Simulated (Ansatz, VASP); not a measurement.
## CrCuO2: VASP beside Ansatz

The input INCAR:

```
ALGO     = Normal         # electronic algorithm
EDIFF    = 1E-6           # SCF threshold, eV
ENCUT    = 600            # plane-wave cutoff, eV
GGA      = PS             # functional
GGA_COMPAT= False        
ISIF     = 2              # what is computed and relaxed
ISMEAR   = -1             # smearing method
LASPH    = True           # aspherical terms in the spheres
LCHARG   = False          # write CHGCAR
LREAL    = False          # projectors in reciprocal space
LWAVE    = False          # write WAVECAR
NBANDS   = 26             # bands
NELM     = 120            # most SCF steps
PREC     = Accurate       # precision mode
SIGMA    = 0.08           # smearing width, eV
```

The input KPOINTS:

```
k-points
0
Gamma
  11 11 11
```

POSCAR

```
CrCuO2
1.0
    1.5158583831      0.8751812455      5.8117930878
   -1.5158583831      0.8751812455      5.8117930878
    0.0000000000     -1.7503624911      5.8117930878
Cr Cu O
1 1 2
Direct
    0.5000000000      0.5000000000      0.5000000000
    0.0000000000      0.0000000000      0.0000000000
    0.1079200000      0.1079200000      0.1079200000
    0.8920800000      0.8920800000      0.8920800000
```

Input for Ansatz:

```yaml
crystal:
  lattice:
    - [1.5158583831, 0.8751812455, 5.8117930878]
    - [-1.5158583831, 0.8751812455, 5.8117930878]
    - [0.0, -1.7503624911, 5.8117930878]
  atoms:
    - { symbol: Cr, position: [0.5, 0.5, 0.5] }
    - { symbol: Cu, position: [0.0, 0.0, 0.0] }
    - { symbol: O, position: [0.10792, 0.10792, 0.10792] }
    - { symbol: O, position: [0.89208, 0.89208, 0.89208] }
kpoints:
  mp_grid: { grid: [11, 11, 11] }
scf:
  occupations: { method: fermi_dirac, width: 0.08 }
  lower_state_search: "off"
hamiltonian:
  xc: pbesol
  pseudopotentials: { kind: paw }
output:
  forces: true
  stress: true
  eigenvalues: true
  write_density: true
  write_potential: true
  elf: true
  volumetric_format: npy
```

Change from the starting cell: volume scaled by 1.06, no spin polarisation, PAW files.

Alike in both runs: task single point; functional PBEsol; k mesh 11 × 11 × 11; occupations fermi-dirac, width 0.08 eV; no spin polarisation.

|  | VASP | Ansatz |
| --- | --- | --- |
| version | VASP 6.6.1 | Ansatz 0.2.0 |
| potentials or method | VASP PAW PBE potentials, release 64 (Cr_pv, Cu, O) | PAW with Ansatz's default frozen-core files, scalar-relativistic |
| plane-wave cutoff (eV) | 600 | 420 |
| valence electrons in the cell | 35 | 45 |

```csv
,VASP,Ansatz,Ansatz less VASP
pressure (GPa),-19.1,-19.4,-0.30
"traceless stress, the component that is largest in VASP (GPa)",6.60,6.32,-0.278
rms of the force components (eV/Å),0.021,0.036,+0.0145
```

VASP's potentials were made for PBE, not for PBEsol. Atom by atom the forces differ by 0.015 eV/Å (rms over components). The functional is the same, so the differences come from potentials, cutoffs and numerics. VASP's potentials hold 35 valence electrons a cell and Ansatz's 45, so a difference there can come from the potentials and not from the codes.
